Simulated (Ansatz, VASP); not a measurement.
# Ir: VASP beside Ansatz

```
Ir
1.0
     0.00000    1.92026    1.92026
     1.92026    0.00000    1.92026
     1.92026    1.92026    0.00000
Ir
1
Direct
  0.00000 0.00000 0.00000
```

Alike in both runs: functional PBE; dispersion D3(BJ); k mesh 18 × 18 × 18; occupations gaussian, width 0.1 eV; no spin polarisation.

Ansatz relaxed the structure, and its values are those at the end. VASP's run is a single point on that final structure, the one shown.

```csv
,VASP,Ansatz
version,VASP 6.6.1,Ansatz 0.2.0
potentials or method,"VASP PAW PBE potentials, release 64 (Ir), cutoff 520 eV","scalar-relativistic, plane waves, PAW"
valence electrons in the cell,9,17
```

VASP gave:

| Property | Result |
| --- | --- |
| gap on the k mesh at the Fermi level (eV) | none |
| pressure (GPa) | 0.6 |

Which values does Ansatz return?

gap on the k mesh at the Fermi level (eV): none; pressure (GPa): 0.0.

A gap of «none» marks a metal or a gap that the smearing closes. VASP's potentials hold 9 valence electrons a cell and Ansatz's 17, so a difference there can come from the potentials and not from the codes.

Spin-orbit coupling is off throughout.
